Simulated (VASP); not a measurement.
# CdSe (F-43m) in VASP: further runs

The runs below take CdSe through relaxation of cell and atoms, single point, with revPBE+D4, BHLYP.

All numbers are computed with VASP 6.6.1; they aren't measurements. Logs are shortened: lines on timing, memory, paths and dates and some standing lists are left out, and cuts for length are marked.

### Step 1. The cell of the first run

Symmetry: F-43m, No. 216, cubic system. The conventional cell has a = 6.141 Å, b = 6.141 Å, c = 6.141 Å, α = 90.00°, β = 90.00°, γ = 90.00°. Cd (site symmetry -43m) has 4 Se at 2.66 Å within 3.5 Å. Within 3.5 Å of Se (site symmetry -43m) lie 4 Cd at 2.66 Å.

### Step 2. Relaxation of cell and atoms, revPBE+D4

Input file INCAR:

```
PREC     = Accurate       # precision mode
ENCUT    = 600            # plane-wave cutoff, eV
EDIFF    = 1E-6           # SCF threshold, eV
ISMEAR   = -1             # smearing method
SIGMA    = 0.05           # smearing width, eV
LREAL    = F              # projectors in reciprocal space
LASPH    = T              # aspherical terms in the spheres
NELM     = 100            # most SCF steps
ALGO     = Normal         # electronic algorithm
ISIF     = 3              # what is computed and relaxed
LWAVE    = F              # write WAVECAR
LCHARG   = F              # write CHGCAR
GGA      = RE             # functional
IVDW     = 13             # dispersion correction
IBRION   = 2              # ionic algorithm
NSW      = 80             # ionic steps
EDIFFG   = -0.02          # ionic threshold
```

Input file KPOINTS:

```
Automatic mesh
0
Gamma
  8 8 8
```

Input file POSCAR:

```
CdSe
1.0
    0.0000000000      3.0702711986      3.0702711986
    3.0702711986      0.0000000000      3.0702711986
    3.0702711986      3.0702711986      0.0000000000
Cd Se
1 1
Direct
    0.0000000000      0.0000000000      0.0000000000
    0.2500000000      0.2500000000      0.2500000000
```

Potentials or basis: VASP PAW PBE potentials, release 64 (Cd, Se).

Run with:

```sh
> cat potpaw_PBE.64/Cd/POTCAR potpaw_PBE.64/Se/POTCAR > POTCAR
> mpirun -np 1 vasp_std > vasp.out
```

OUTCAR:

```text
PREC = Accurate
   ENCUT = 600
   EDIFF = 1E-6
   ISMEAR = -1
   LREAL = F
   LASPH = T
   NELM = 100
   ISIF = 3
   GGA = RE
   IVDW = 13
   IBRION = 2
   NSW = 80
   EDIFFG = -0.02

 ion  position               nearest neighbor table
   1  0.000  0.000  0.000-   2 2.66   2 2.66   2 2.66   2 2.66
   2  0.250  0.250  0.250-   1 2.66   1 2.66   1 2.66   1 2.66

  LATTYP: Found a face centered cubic cell.
 ALAT       =     6.1405423972

  Lattice vectors:

 A1 = (   0.0000000000,   3.0702711986,   3.0702711986)
 A2 = (   3.0702711986,   0.0000000000,   3.0702711986)
 A3 = (   3.0702711986,   3.0702711986,   0.0000000000)

Analysis of symmetry for initial positions (statically):
=====================================================================
 Subroutine PRICEL returns:
 Original cell was already a primitive cell.

 Routine SETGRP: Setting up the symmetry group for a
 face centered cubic supercell.

 Subroutine GETGRP returns: Found 24 space group operations
 (whereof 24 operations were pure point group operations)
 out of a pool of 48 trial point group operations.

The static configuration has the point symmetry T_d .

Analysis of symmetry for dynamics (positions and initial velocities):
=====================================================================
 Subroutine PRICEL returns:
 Original cell was already a primitive cell.

 Routine SETGRP: Setting up the symmetry group for a
 face centered cubic supercell.

 Subroutine GETGRP returns: Found 24 space group operations
 (whereof 24 operations were pure point group operations)
 out of a pool of 48 trial point group operations.

The dynamic configuration has the point symmetry T_d .

 Subroutine INISYM returns: Found 24 space group operations
 (whereof 24 operations are pure point group operations),
 and found     1 'primitive' translations

----------------------------------------------------------------------------------------

                                     Primitive cell

  volume of cell :      57.8842

  direct lattice vectors                    reciprocal lattice vectors
     0.000000000  3.070271199  3.070271199    -0.162852063  0.162852063  0.162852063
     3.070271199  0.000000000  3.070271199     0.162852063 -0.162852063  0.162852063
     3.070271199  3.070271199  0.000000000     0.162852063  0.162852063 -0.162852063

  length of vectors
     4.342019169  4.342019169  4.342019169     0.282068048  0.282068048  0.282068048

  position of ions in fractional coordinates (direct lattice)
     0.000000000  0.000000000  0.000000000
     0.250000000  0.250000000  0.250000000

  ion indices of the primitive-cell ions
   primitive index   ion index
                 1           1
                 2           2

----------------------------------------------------------------------------------------

 KPOINTS: Automatic mesh

Automatic generation of k-mesh.
 Grid dimensions read from file:
 generate k-points for:    8    8    8

 Generating k-lattice:

  Cartesian coordinates                     Fractional coordinates (reciprocal lattice)
    -0.020356508  0.020356508  0.020356508     0.125000000  0.000000000  0.000000000
     0.020356508 -0.020356508  0.020356508     0.000000000  0.125000000  0.000000000
     0.020356508  0.020356508 -0.020356508     0.000000000  0.000000000  0.125000000

  Length of vectors
     0.035258506  0.035258506  0.035258506

  Shift w.r.t. Gamma in fractional coordinates (k-lattice)
     0.000000000  0.000000000  0.000000000

 Subroutine IBZKPT returns following result:
 ===========================================

 Found     29 irreducible k-points:

 Following reciprocal coordinates:
            Coordinates               Weight
  0.000000  0.000000  0.000000      1.000000
  0.125000  0.000000  0.000000      8.000000
  0.250000  0.000000  0.000000      8.000000
  0.375000  0.000000  0.000000      8.000000
  0.500000  0.000000  0.000000      4.000000
  0.125000  0.125000  0.000000      6.000000
[... 16 lines left out ...]
  0.500000  0.250000  0.125000     48.000000
 -0.375000  0.250000  0.125000     24.000000
 [... further k-points ...]
   k-points           NKPTS =     29   k-points in BZ     NKDIM =     29   number of bands    NBANDS=     13
   number of dos      NEDOS =    301   number of ions     NIONS =      2
   total plane-waves  NPLWV =  46656
   dimension x,y,z NGX =    36 NGY =   36 NGZ =   36
   dimension x,y,z NGXF=    72 NGYF=   72 NGZF=   72
   ions per type =               1   1
   NGX,Y,Z   is equivalent  to a cutoff of  13.78, 13.78, 13.78 a.u.
   NGXF,Y,Z  is equivalent  to a cutoff of  27.57, 27.57, 27.57 a.u.
 SYSTEM =  unknown system
   PREC   = accura    normal or accurate (medium, high low for compatibility)
   ISTART =      0    job   : 0-new  1-cont  2-samecut
   ICHARG =      2    charge: 1-file 2-atom 10-const
   ISPIN  =      1    spin polarized calculation?
   LNONCOLLINEAR =      F non collinear calculations
   LSORBIT =      F    spin-orbit coupling
   LASPH  =      T    aspherical Exc in radial PAW
   ENCUT  =  600.0 eV  44.10 Ry    6.64 a.u.   8.67  8.67  8.67*2*pi/ulx,y,z
   NELM   =    100;   NELMIN=  2; NELMDL= -5     # of ELM steps
   EDIFF  = 0.1E-05   stopping-criterion for ELM
   LREAL  =      F    real-space projection
   EDIFFG = -.2E-01   stopping-criterion for IOM
   NSW    =     80    number of steps for IOM
   IBRION =      2    ionic relax: 0-MD 1-quasi-New 2-CG
   NFREE  =      1    steps in history (QN), initial steepest desc. (CG)
   ISIF   =      3    stress and relaxation
   ISYM   =      2    0-nonsym 1-usesym 2-fastsym
   POTIM  = 0.5000    time-step for ionic-motion
   TEBEG  =    0.0;   TEEND  =   0.0 temperature during run
   PSTRESS=    0.0 pullay stress
   NELECT =      18.0000    total number of electrons
   NUPDOWN=      -1.0000    fix difference up-down
   EMIN   =  10.00;   EMAX   =-10.00  energy-range for DOS
   EFERMI =   0.00;   METHOD = LEGACY
   ISMEAR =    -1;   SIGMA  =   0.05  broadening in eV -4-tet -1-fermi 0-gaus
   EFERMI_NEDOS =   21; number of points for ismear=-14 and -15
   IALGO  =     38    algorithm
   IMIX   =      4    mixing-type and parameters
     AMIX     =   0.40;   BMIX     =  1.00
     AMIX_MAG =   1.60;   BMIX_MAG =  1.00
  volume/ion in A,a.u.               =      28.94       195.31
  Fermi-wavevector in a.u.,A,eV,Ry     =   1.109121  2.095935 16.737199  1.230149
  Thomas-Fermi vector in A             =   2.245657
   LORBIT       =      0    0 simple, 1 ext, 2 COOP (PROOUT), +10 PAW based schemes
   GGA     = RE    functional components
   LHFCALC =     F    Hartree Fock is set to
   AEXX    =    0.0000 exact exchange contribution
   IVDW    =    13    specifies the selected vdW correction
   LEPSILON=     F    determine dielectric tensor
   LRPA    =     F    only Hartree local field effects (RPA)
 conjugate gradient relaxation of ions
 non-spin polarized calculation
  energy-cutoff  :      600.00
  volume of cell :       57.88
 maximum number of plane-waves:      1964
   NGX = 17   NGY = 17   NGZ = 17

--------------------------------------- Ionic step        1  -------------------------------------------

 number of electron      17.9999997 magnetization

 Free energy of the ion-electron system (eV)
  ---------------------------------------------------
  ext. energy  EPLUGINS =         0.00000000
  ---------------------------------------------------
  free energy    TOTEN  =        -4.91417148 eV

  energy without entropy =       -4.91416337  energy(sigma->0) =       -4.91416743

------------------------ aborting loop because EDIFF is reached ----------------------------------------

  DFT-D4 for vdW energy calculation

  Edisp (eV):   -1.04709

  FORCE on cell =-STRESS in cart. coord.  units (eV):
  Direction    XX          YY          ZZ          XY          YZ          ZX
  --------------------------------------------------------------------------------------
  -------------------------------------------------------------------------------------
  Total      -0.19567    -0.19567    -0.19567    -0.00000     0.00000     0.00000
  in kB      -5.41598    -5.41598    -5.41598    -0.00000     0.00000     0.00000
  external pressure =       -5.42 kB  Pullay stress =        0.00 kB
[... 61 lines left out ...]
  energy  without entropy=       -5.9622809097  energy(sigma->0) =       -5.96228397

--------------------------------------- Ionic step        3  -------------------------------------------

 number of electron      17.9999997 magnetization

 Free energy of the ion-electron system (eV)
  ---------------------------------------------------
  ext. energy  EPLUGINS =         0.00000000
  ---------------------------------------------------
  free energy    TOTEN  =        -4.90124802 eV

  energy without entropy =       -4.90124150  energy(sigma->0) =       -4.90124476

 E-fermi :   1.2857     XC(G=0):  -8.6294

 val. band max:        0.8947803747   @ k =   0.0000   0.0000   0.0000
 cond. band min:       1.5975037828   @ k =   0.0000   0.0000   0.0000
 fundamental gap:      0.7027234081
 Fermi energy:         1.2857070834

 k-point     1 :       0.0000    0.0000    0.0000
  band No.  band energies     occupation
      1     -11.5670      2.00000
      2      -6.9867      2.00000
      3      -6.9867      2.00000
      4      -6.9867      2.00000
      5      -6.6328      2.00000
      6      -6.6328      2.00000
      7       0.8948      1.99920
      8       0.8948      1.99920
      9       0.8948      1.99920
     10       1.5975      0.00391
     11       6.8867      0.00000
     12       6.8867      0.00000
     13       6.8867      0.00000
[... 353 lines left out ...]
 k-point    24 :      -0.3750    0.2500    0.1250
  band No.  band energies     occupation
      1     -11.1594      2.00000
      2      -6.8622      2.00000
      3      -6.8398      2.00000
      4      -6.6498      2.00000
      5      -6.6169      2.00000
      6      -6.2644      2.00000
      7      -3.1146      2.00000
      8      -1.0052      2.00000
      9      -0.2769      2.00000
     10       4.7876      0.00000
     11       6.4778      0.00000
     12       7.7830      0.00000
     13       8.9582      0.00000

 [... further k-points ...]

------------------------ aborting loop because EDIFF is reached ----------------------------------------

  DFT-D4 for vdW energy calculation

  Edisp (eV):   -1.06112

  FORCE on cell =-STRESS in cart. coord.  units (eV):
  Direction    XX          YY          ZZ          XY          YZ          ZX
  --------------------------------------------------------------------------------------
  -------------------------------------------------------------------------------------
  Total       0.00201     0.00201     0.00201     0.00000     0.00000     0.00000
  in kB       0.05633     0.05633     0.05633     0.00000     0.00000     0.00000
  external pressure =        0.06 kB  Pullay stress =        0.00 kB
[... 17 lines left out ...]
  FREE ENERGIE OF THE ION-ELECTRON SYSTEM (eV)
  ---------------------------------------------------
  free  energy   TOTEN  =        -5.9623644311 eV

  energy  without entropy=       -5.9623579105  energy(sigma->0) =       -5.96236117

 reached required accuracy - stopping structural energy minimisation
```

It used 130 s of CPU time on 1 thread of AMD EPYC 7R13 Processor (Zen 3), on a shared host.

What came out:

| Property | Result |
| --- | --- |
| Free energy | -5.9624 eV |
| Relaxed volume | 28.62 Å³/atom |
| Relaxed cell | a = 4.326 Å, b = 4.326 Å, c = 4.326 Å, α = 60.00°, β = 60.00°, γ = 60.00° |
| Space group after relaxing (to 0.1 Å) | F-43m (No. 216) |
| Energy gained by relaxing | 0.6 meV/atom |
| Ionic steps | 3 |
| Pressure after relaxing | 0.0 GPa |
| Band gap on the k mesh | 0.70 eV |
| Dispersion energy per atom | -0.531 eV |

Step by step:
| step | energy change (eV) | largest force (eV/Å) | pressure (GPa) | volume (Å³) |
| --- | --- | --- | --- | --- |
| 1 | 0.0000 | 0.0000 | -0.54 | 57.88 |
| 2 | -0.0010 | 0.0000 | 0.15 | 57.07 |
| 3 | -0.0011 | 0.0000 | 0.01 | 57.24 |

Final structure:
```xyz
2
Lattice="0.0000 3.0588 3.0588 3.0588 0.0000 3.0588 3.0588 3.0588 0.0000" Properties=species:S:1:pos:R:3 pbc="T T T"
Cd    0.0000    0.0000    0.0000
Se    1.5294    1.5294    1.5294
```

Caveat: the PAW data sets were made with another functional, which shifts forces and pressure a little.

### Step 3. Single point, BHLYP

This run uses another cell than the first one, of 27.21 Å³/atom.

Input file POSCAR:

```
CdSe
1.0
    0.0000000000      3.0075950161      3.0075950161
    3.0075950161      0.0000000000      3.0075950161
    3.0075950161      3.0075950161      0.0000000000
Cd Se
1 1
Direct
    0.0000000000      0.0000000000      0.0000000000
    0.2500000000      0.2500000000      0.2500000000
```

Input file INCAR.step1:

```
SYSTEM = CdSe
  PREC = Accurate
  ENCUT = 520
  EDIFF = 1E-5
  ISMEAR = -1
  SIGMA = 0.05
  LREAL = .False.
  LASPH = .True.
  NELM = 60
  ALGO = Normal
  ISIF = 2
  LWAVE = .True.
  LCHARG = .False.
  NBANDS = 16
  GGA = PE
```

Input file INCAR.step2:

```
SYSTEM = CdSe
  PREC = Accurate
  ENCUT = 520
  EDIFF = 1E-7
  ISMEAR = -1
  SIGMA = 0.05
  LREAL = .False.
  LASPH = .True.
  NELM = 60
  ALGO = Normal
  ISIF = 2
  LWAVE = .False.
  LCHARG = .False.
  GGA = B5
  LHFCALC = .True.
  AEXX = 0.5
  ALDAX = 0.5
  AGGAX = 0.5
  AGGAC = 1.0
  ALDAC = 0.0
  PRECFOCK = Normal
  NBANDS = 16
  ISTART = 1
```

Input file KPOINTS:

```
Automatic mesh
0
Gamma
  4 4 4
  0 0 0
```

Potentials or basis: VASP PAW PBE potentials, release 64 (Cd, Se).

Run with:

```sh
> cat potpaw_PBE.64/Cd/POTCAR potpaw_PBE.64/Se/POTCAR > POTCAR
> cp INCAR.step1 INCAR
> mpirun -np 1 vasp_std > vasp.out
> cp INCAR.step2 INCAR
> mpirun -np 1 vasp_std > vasp.out
```

It used 1400 s of CPU time on 1 thread of AMD EPYC 7R13 Processor (Zen 3), with other jobs on the host.

The run converged. Its results:

```yaml
Free_energy: -8.4684 eV
Pressure: 5.5 GPa
Band_gap_on_the_k_mesh: 4.09 eV
```

Levels at points of the mesh, in eV from the valence-band top:
```
           k point  band 7  band 8  band 9  band 10  band 11  band 12
(0.00, 0.00, 0.00)    0.00    0.00    0.00     4.09     9.61     9.61
(0.50, 0.00, 0.00)   -5.22   -0.90   -0.90     5.96    10.10    10.10
(0.50, 0.50, 0.00)   -4.83   -2.24   -2.24     6.29     7.32    13.36
```

Caveat: the k points lie up to 0.45 Å⁻¹ apart; the PAW data sets were made with another functional, which shifts forces and pressure a little.

### Step 4. Single point, BHLYP

This run uses another cell than the first one, of 27.78 Å³/atom.

Input file POSCAR:

```
CdSe
1.0
    0.0000000000      3.0287759606      3.0287759606
    3.0287759606      0.0000000000      3.0287759606
    3.0287759606      3.0287759606      0.0000000000
Cd Se
1 1
Direct
    0.0000000000      0.0000000000      0.0000000000
    0.2500000000      0.2500000000      0.2500000000
```

Input file INCAR.step1:

```
SYSTEM = CdSe
PREC = Accurate ; ENCUT = 520
EDIFF = 1E-5 ; ISMEAR = -1
SIGMA = 0.05 ; LREAL = .FALSE.
LASPH = .TRUE. ; NELM = 100
ALGO = Normal ; ISIF = 2
LWAVE = .TRUE. ; LCHARG = .FALSE.
NBANDS = 16 ; GGA = PE
```

Input file INCAR.step2:

```
SYSTEM = CdSe
PREC = Accurate ; ENCUT = 520
EDIFF = 1E-6 ; ISMEAR = -1
SIGMA = 0.05 ; LREAL = .FALSE.
LASPH = .TRUE. ; NELM = 100
ALGO = Normal ; ISIF = 2
LWAVE = .FALSE. ; LCHARG = .FALSE.
GGA = B5 ; LHFCALC = .TRUE.
AEXX = 0.5 ; ALDAX = 0.5
AGGAX = 0.5 ; AGGAC = 1.0
ALDAC = 0.0 ; PRECFOCK = Normal
NBANDS = 16 ; ISTART = 1
```

Input file KPOINTS:

```
regular mesh
0
G
  4 4 4
  0 0 0
```

Run with:

```sh
> cat potpaw_PBE.64/Cd/POTCAR potpaw_PBE.64/Se/POTCAR > POTCAR
> cp INCAR.step1 INCAR
> mpirun -np 1 vasp_std > vasp.out
> cp INCAR.step2 INCAR
> mpirun -np 1 vasp_std > vasp.out
```

Run time: 13 min. Hardware: 1 thread of AMD EPYC 7R13 (Zen 3), shared host; peak memory 0.15 GiB.

The run converged. Its results:

```
Free energy            : -8.5027 eV
Pressure               : 4.0 GPa
Band gap on the k mesh : 4.02 eV
```

Levels at points of the mesh, in eV from the valence-band top:
| k point | band 7 | band 8 | band 9 | band 10 | band 11 | band 12 |
| --- | --- | --- | --- | --- | --- | --- |
| (0.00, 0.00, 0.00) | 0.00 | 0.00 | 0.00 | 4.02 | 9.60 | 9.60 |
| (0.50, 0.00, 0.00) | -5.07 | -0.87 | -0.87 | 5.91 | 10.08 | 10.08 |
| (0.50, 0.50, 0.00) | -4.71 | -2.16 | -2.16 | 6.32 | 7.29 | 13.22 |

Caveat: the k points lie up to 0.45 Å⁻¹ apart; the PAW data sets were made with another functional, which shifts forces and pressure a little.

(Continued in part 2 of 2.)
